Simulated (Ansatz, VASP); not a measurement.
HfO2 in VASP and in Ansatz

File INCAR:

```
PREC     = Accurate       # precision mode
ENCUT    = 520            # plane-wave cutoff, eV
EDIFF    = 1E-7           # SCF threshold, eV
ISMEAR   = -1             # smearing method
SIGMA    = 0.05           # smearing width, eV
LREAL    = False          # projectors in reciprocal space
LASPH    = True           # aspherical terms in the spheres
NELM     = 100            # most SCF steps
ALGO     = Normal         # electronic algorithm
ISIF     = 2              # what is computed and relaxed
LWAVE    = False          # write WAVECAR
LCHARG   = True           # write CHGCAR
GGA      = PE             # functional
LELF     = True           # ELF
LVHAR    = True         
NBANDS   = 56             # bands
```

File KPOINTS:

```
regular mesh
0
Gamma
  5 5 5
```

Contents of POSCAR:

```
HfO2
1.0
    5.1180000000      0.0000000000      0.0000000000
    0.0000000000      5.1857000000      0.0000000000
   -0.8586630598      0.0000000000      5.2138671406
Hf O
4 8
Direct
    0.2755000000      0.4603000000      0.7080000000
    0.7245000000      0.9603000000      0.7920000000
    0.7245000000      0.5397000000      0.2920000000
    0.2755000000      0.0397000000      0.2080000000
    0.0742000000      0.1684000000      0.8467000000
    0.9258000000      0.6684000000      0.6533000000
    0.9258000000      0.8316000000      0.1533000000
    0.0742000000      0.3316000000      0.3467000000
    0.4487000000      0.7419000000      0.9801000000
    0.5513000000      0.2419000000      0.5199000000
    0.5513000000      0.2581000000      0.0199000000
    0.4487000000      0.7581000000      0.4801000000
```

input.yaml

```yaml
crystal:
  lattice:
    - [5.118, 0.0, 0.0]
    - [0.0, 5.1857, 0.0]
    - [-0.8586630598, 0.0, 5.2138671406]
  atoms:
    - { symbol: Hf, position: [0.2755, 0.4603, 0.708] }
    - { symbol: Hf, position: [0.7245, 0.9603, 0.792] }
    - { symbol: Hf, position: [0.7245, 0.5397, 0.292] }
    - { symbol: Hf, position: [0.2755, 0.0397, 0.208] }
    - { symbol: O, position: [0.0742, 0.1684, 0.8467] }
    - { symbol: O, position: [0.9258, 0.6684, 0.6533] }
    - { symbol: O, position: [0.9258, 0.8316, 0.1533] }
    - { symbol: O, position: [0.0742, 0.3316, 0.3467] }
    - { symbol: O, position: [0.4487, 0.7419, 0.9801] }
    - { symbol: O, position: [0.5513, 0.2419, 0.5199] }
    - { symbol: O, position: [0.5513, 0.2581, 0.0199] }
    - { symbol: O, position: [0.4487, 0.7581, 0.4801] }
hamiltonian:
  xc: pbe
  pseudopotentials: { kind: paw }
kpoints:
  mp_grid: { grid: [5, 5, 5] }
scf:
  occupations: { method: fermi_dirac, width: 0.05 }
output:
  forces: true
  stress: true
  eigenvalues: true
```

Alike in both runs: task single point; functional PBE; k mesh 5 × 5 × 5; occupations fermi-dirac, width 0.05 eV; no spin polarisation.

```csv
,VASP,Ansatz
version,VASP 6.6.1,Ansatz 0.2.0
potentials or method,"VASP PAW PBE potentials, release 64 (Hf_pv, O)",Ansatz PAW
plane-wave cutoff (eV),520,420
valence electrons in the cell,88,152
```

Ansatz gave:

- gap on the k mesh at the Fermi level (eV): 4.21
- least direct gap on the mesh (eV): 4.27
- pressure (GPa): 5.9
- traceless stress, the component that is largest in VASP (GPa): -0.64
- rms of the force components (eV/Å): 0.186

Question: Which values does VASP return?

Answer: gap on the k mesh at the Fermi level (eV): 4.16; least direct gap on the mesh (eV): 4.23; pressure (GPa): 2.7; traceless stress, the component that is largest in VASP (GPa): -0.68; rms of the force components (eV/Å): 0.169.

Atom by atom the forces differ by 0.034 eV/Å (rms over components). VASP's potentials hold 88 valence electrons a cell and Ansatz's 152, so a difference there can come from the potentials and not from the codes.

Spin-orbit coupling is off throughout. Noted on Ansatz's run: odd divisions of the mesh miss points on the zone boundary, where band edges often lie, so the gap on the mesh can be too wide.
